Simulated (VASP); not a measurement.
# Mo (Im-3m) in VASP: single point with PBEsol

Aim: the single point of Mo with PBEsol.

All numbers are computed with VASP 6.6.1; they aren't measurements. Logs are shortened: lines on timing, memory, paths and dates and some standing lists are left out, and cuts for length are marked.

### Step 1. The cell of the first run

Symmetry: Im-3m, No. 229, cubic system. The conventional cell has a = 3.129 Å, b = 3.129 Å, c = 3.129 Å, α = 90.00°, β = 90.00°, γ = 90.00°. Within 3.6 Å of Mo (site symmetry m-3m) lie 14 Mo at 2.71 to 3.13 Å.

### Step 2. Single point, PBEsol

Input file INCAR:

```
SYSTEM = Mo
PREC = Accurate ; ENCUT = 520
EDIFF = 1E-6 ; ISMEAR = 0
SIGMA = 0.1 ; LREAL = .FALSE.
LASPH = .TRUE. ; NELM = 80
ALGO = Fast ; ISIF = 2
LWAVE = .FALSE. ; LCHARG = .FALSE.
GGA = PS ; NBANDS = 13
ISYM = 0
```

Input file KPOINTS:

```
regular mesh
0
G
  9 9 37
  0 0 0
```

Input file POSCAR:

```
Mo
1.0
    4.4254817181      0.0000000000      0.0000000000
   -2.2127408590      3.8325795918      0.0000000000
    2.2127408590      1.2775265306      0.9033476729
Mo
1
Direct
    0.0000000000      0.0000000000      0.0000000000
```

Potentials or basis: VASP PAW PBE potentials, release 64 (Mo_sv).

Run with:

```console
> cat potpaw_PBE.64/Mo_sv/POTCAR > POTCAR
> mpirun -np 1 vasp_std > vasp.out
```

OUTCAR:

```text
SYSTEM = Mo
   PREC = Accurate
   ENCUT = 520
   EDIFF = 1E-6
   ISMEAR = 0
   LREAL = .FALSE.
   LASPH = .TRUE.
   NELM = 80
   ISIF = 2
   GGA = PS
   ISYM = 0

 ion  position               nearest neighbor table
   1  0.000  0.000  0.000-

IMPORTANT INFORMATION: All symmetrisations will be switched off!
NOSYMM: (Re-)initialisation of all symmetry stuff for point group C_1.

----------------------------------------------------------------------------------------

                                     Primitive cell

  volume of cell :      15.3217

  direct lattice vectors                    reciprocal lattice vectors
     4.425481718  0.000000000  0.000000000     0.225964101  0.130460435 -0.737995665
    -2.212740859  3.832579592  0.000000000     0.000000000  0.260920870 -0.368997833
     2.212740859  1.277526531  0.903347673     0.000000000  0.000000000  1.106993498

  length of vectors
     4.425481718  4.425481718  2.710043019     0.782762609  0.451928203  1.106993498

  position of ions in fractional coordinates (direct lattice)
     0.000000000  0.000000000  0.000000000

  ion indices of the primitive-cell ions
   primitive index   ion index
                 1           1

----------------------------------------------------------------------------------------

 KPOINTS: regular mesh

Automatic generation of k-mesh.
 Grid dimensions read from file:
 generate k-points for:    9    9   37

 Generating k-lattice:

  Cartesian coordinates                     Fractional coordinates (reciprocal lattice)
     0.025107122  0.014495604 -0.081999518     0.111111111  0.000000000  0.000000000
     0.000000000  0.028991208 -0.040999759     0.000000000  0.111111111  0.000000000
     0.000000000  0.000000000  0.029918743     0.000000000  0.000000000  0.027027027

  Length of vectors
     0.086973623  0.050214245  0.029918743

  Shift w.r.t. Gamma in fractional coordinates (k-lattice)
     0.000000000  0.000000000  0.000000000

 -----------------------------------------------------------------------------
|                                                                             |
|           W    W    AA    RRRRR   N    N  II  N    N   GGGG   !!!           |
|           W    W   A  A   R    R  NN   N  II  NN   N  G    G  !!!           |
|           W    W  A    A  R    R  N N  N  II  N N  N  G       !!!           |
|           W WW W  AAAAAA  RRRRR   N  N N  II  N  N N  G  GGG   !            |
|           WW  WW  A    A  R   R   N   NN  II  N   NN  G    G                |
|           W    W  A    A  R    R  N    N  II  N    N   GGGG   !!!           |
|                                                                             |
|     Your reciprocal lattice and k-lattice belong to different lattice       |
|     classes:                                                                |
|                                                                             |
|        The reciprocal lattice is face-centered cubic,                       |
|        whereas your k-lattice is base-centered monoclinic.                  |
|                                                                             |
|     Results are often still useful ...                                      |
|                                                                             |
 -----------------------------------------------------------------------------

 WARNING: IBZKPT: internal override: KBLOWUP is changed to .FALSE.
      ... skipping the blow-up phase ...

 Subroutine IBZKPT returns following result:
 ===========================================

 Found   1499 irreducible k-points:

 Following reciprocal coordinates:
            Coordinates               Weight
  0.000000  0.000000  0.000000      1.000000
  0.111111 -0.000000  0.000000      2.000000
  0.222222  0.000000  0.000000      2.000000
  0.333333  0.000000 -0.000000      2.000000
  0.444444  0.000000  0.000000      2.000000
  0.000000  0.111111  0.000000      2.000000
[... 16 lines left out ...]
 -0.111111  0.222222 -0.000000      2.000000
  0.000000  0.333333  0.000000      2.000000
 [... further k-points ...]
   k-points           NKPTS =   1499   k-points in BZ     NKDIM =   1499   number of bands    NBANDS=     13
   number of dos      NEDOS =    301   number of ions     NIONS =      1
   total plane-waves  NPLWV =  25920
   dimension x,y,z NGX =    36 NGY =   36 NGZ =   20
   dimension x,y,z NGXF=    72 NGYF=   72 NGZF=   40
   ions per type =               1
   NGX,Y,Z   is equivalent  to a cutoff of  13.52, 13.52, 12.27 a.u.
   NGXF,Y,Z  is equivalent  to a cutoff of  27.05, 27.05, 24.54 a.u.
 SYSTEM =  Mo
   PREC   = accura    normal or accurate (medium, high low for compatibility)
   ISTART =      0    job   : 0-new  1-cont  2-samecut
   ICHARG =      2    charge: 1-file 2-atom 10-const
   ISPIN  =      1    spin polarized calculation?
   LNONCOLLINEAR =      F non collinear calculations
   LSORBIT =      F    spin-orbit coupling
   LASPH  =      T    aspherical Exc in radial PAW
   ENCUT  =  520.0 eV  38.22 Ry    6.18 a.u.   8.23  8.23  5.04*2*pi/ulx,y,z
   NELM   =     80;   NELMIN=  2; NELMDL= -5     # of ELM steps
   EDIFF  = 0.1E-05   stopping-criterion for ELM
   LREAL  =      F    real-space projection
   EDIFFG = 0.1E-04   stopping-criterion for IOM
   NSW    =      0    number of steps for IOM
   IBRION =     -1    ionic relax: 0-MD 1-quasi-New 2-CG
   NFREE  =      0    steps in history (QN), initial steepest desc. (CG)
   ISIF   =      2    stress and relaxation
   ISYM   =      0    0-nonsym 1-usesym 2-fastsym
   POTIM  = 0.5000    time-step for ionic-motion
   TEBEG  =    0.0;   TEEND  =   0.0 temperature during run
   PSTRESS=    0.0 pullay stress
   NELECT =      14.0000    total number of electrons
   NUPDOWN=      -1.0000    fix difference up-down
   EMIN   =  10.00;   EMAX   =-10.00  energy-range for DOS
   EFERMI =   0.00;   METHOD = LEGACY
   ISMEAR =     0;   SIGMA  =   0.10  broadening in eV -4-tet -1-fermi 0-gaus
   EFERMI_NEDOS =   21; number of points for ismear=-14 and -15
   IALGO  =     68    algorithm
   IMIX   =      4    mixing-type and parameters
     AMIX     =   0.40;   BMIX     =  1.00
     AMIX_MAG =   1.60;   BMIX_MAG =  1.00
  volume/ion in A,a.u.               =      15.32       103.40
  Fermi-wavevector in a.u.,A,eV,Ry     =   1.588603  3.002024 34.336458  2.523658
  Thomas-Fermi vector in A             =   2.687581
   LORBIT       =      0    0 simple, 1 ext, 2 COOP (PROOUT), +10 PAW based schemes
   GGA     = PS    functional components
   LHFCALC =     F    Hartree Fock is set to
   AEXX    =    0.0000 exact exchange contribution
   IVDW    =     0    specifies the selected vdW correction
   LEPSILON=     F    determine dielectric tensor
   LRPA    =     F    only Hartree local field effects (RPA)
 non-spin polarized calculation
 RMM-DIIS sequential band-by-band and
 Gauss-broadening in eV      SIGMA  =   0.10
  energy-cutoff  :      520.00
  volume of cell :       15.32
 maximum number of plane-waves:       427
 NGX is ok and might be reduce to    36
   NGX = 17   NGY = 17   NGZ =  9

 number of electron      14.0000000 magnetization

 Free energy of the ion-electron system (eV)
  ---------------------------------------------------
  ext. energy  EPLUGINS =         0.00000000
  ---------------------------------------------------
  free energy    TOTEN  =       -11.78107595 eV

  energy without entropy =      -11.77854940  energy(sigma->0) =      -11.77981268

 E-fermi :  12.8114     XC(G=0): -13.6417

 val. band max:       12.8108390969   @ k =   0.4444   0.1111   0.2162
 cond. band min:      12.8191035763   @ k =  -0.4444  -0.3333   0.3514
 fundamental gap:      0.0082644794
 Fermi energy:        12.8114483753

 k-point     1 :       0.0000    0.0000    0.0000
  band No.  band energies     occupation
      1     -48.4041      2.00000
      2     -21.6453      2.00000
      3     -21.6429      2.00000
      4     -21.6420      2.00000
      5       5.4388      2.00000
      6      11.3842      2.00000
      7      11.3857      2.00000
      8      11.3872      2.00000
      9      14.4746      0.00000
     10      14.4756      0.00000
     11      27.6260      0.00000
     12      27.6265      0.00000
     13      27.6276      0.00000

 k-point     2 :       0.1111   -0.0000    0.0000
  band No.  band energies     occupation
      1     -48.3121      2.00000
      2     -22.1482      2.00000
      3     -21.7681      2.00000
      4     -21.6882      2.00000
      5       6.9130      2.00000
      6      10.7484      2.00000
      7      10.8546      2.00000
      8      13.0482      0.00081
      9      13.6568      0.00000
     10      14.6958      0.00000
     11      28.6861      0.00000
     12      29.3140      0.00000
     13      29.8918      0.00000

 k-point     3 :       0.2222    0.0000    0.0000
  band No.  band energies     occupation
      1     -48.1451      2.00000
      2     -22.8226      2.00000
      3     -22.1509      2.00000
      4     -21.7816      2.00000
      5       8.6197      2.00000
      6       9.7888      2.00000
      7      10.8389      2.00000
      8      13.8848      0.00000
      9      15.2844      0.00000
     10      17.7672      0.00000
     11      26.1158      0.00000
     12      27.7809      0.00000
     13      30.4210      0.00000
[... 305 lines left out ...]
 k-point    23 :      -0.1111    0.2222   -0.0000
  band No.  band energies     occupation
      1     -48.3711      2.00000
      2     -21.8306      2.00000
      3     -21.7018      2.00000
      4     -21.6448      2.00000
      5       5.9808      2.00000
      6      11.0813      2.00000
      7      11.3155      2.00000
      8      11.9097      2.00000
      9      14.0874      0.00000
     10      14.4880      0.00000
     11      27.9976      0.00000
     12      28.5565      0.00000
     13      28.6417      0.00000

 k-point    24 :       0.0000    0.3333    0.0000
  band No.  band energies     occupation
      1     -48.1884      2.00000
      2     -22.7914      2.00000
      3     -22.0042      2.00000
      4     -21.6526      2.00000
      5       7.6441      2.00000
      6       9.7262      2.00000
      7      12.0855      2.00000
      8      14.2857      0.00000
      9      14.8479      0.00000
     10      15.5067      0.00000
     11      26.3458      0.00000
     12      27.4551      0.00000
     13      34.0660      0.00000

 [... further k-points ...]
[... 5 lines left out ...]
  --------------------------------------------------------------------------------------
  -------------------------------------------------------------------------------------
  Total        0.0651307      0.0331343      0.0594785      0.0277113      0.0087497      0.0151549
  in kB        6.8106639      3.4648303      6.2196183      2.8977449      0.9149478      1.5847332
  external PRESSURE =       5.4983708 kB  Pullay stress =       0.0000000 kB

 VOLUME and BASIS-vectors are now :
 -----------------------------------------------------------------------------
  energy-cutoff  :      520.00
  volume of cell :       15.32
      direct lattice vectors                 reciprocal lattice vectors
     4.425481718  0.000000000  0.000000000     0.225964101  0.130460435 -0.737995665
    -2.212740859  3.832579592  0.000000000     0.000000000  0.260920870 -0.368997833
     2.212740859  1.277526531  0.903347673     0.000000000  0.000000000  1.106993498

 POSITION                                       TOTAL-FORCE (eV/Angst)
 -----------------------------------------------------------------------------------
      0.00000      0.00000      0.00000         0.000000      0.000000      0.000000
 -----------------------------------------------------------------------------------
    total drift:                                0.000000      0.000000      0.000000

  FREE ENERGIE OF THE ION-ELECTRON SYSTEM (eV)
  ---------------------------------------------------
  free  energy   TOTEN  =       -11.7810759475 eV

  energy  without entropy=      -11.7785494030  energy(sigma->0) =      -11.77981268
```

Run time: 7.7 min. Hardware: 1 thread of Intel Xeon Platinum 8375C at 2.90GHz (Ice Lake), shared host; peak memory 0.41 GiB.

Results:

```
Free energy            : -11.7811 eV
Pressure               : 0.5 GPa
Band gap on the k mesh : zero (bands 7 and 8 overlap by 5.27 eV)
```

Levels at points of the mesh, in eV from the Fermi level:
```csv
k point,band 5,band 6,band 7,band 8,band 9,band 10
"(0.00, 0.00, 0.00)",-7.37,-1.43,-1.43,-1.42,1.66,1.66
```

Caveat: the PAW data sets were made with another functional, which shifts forces and pressure a little.
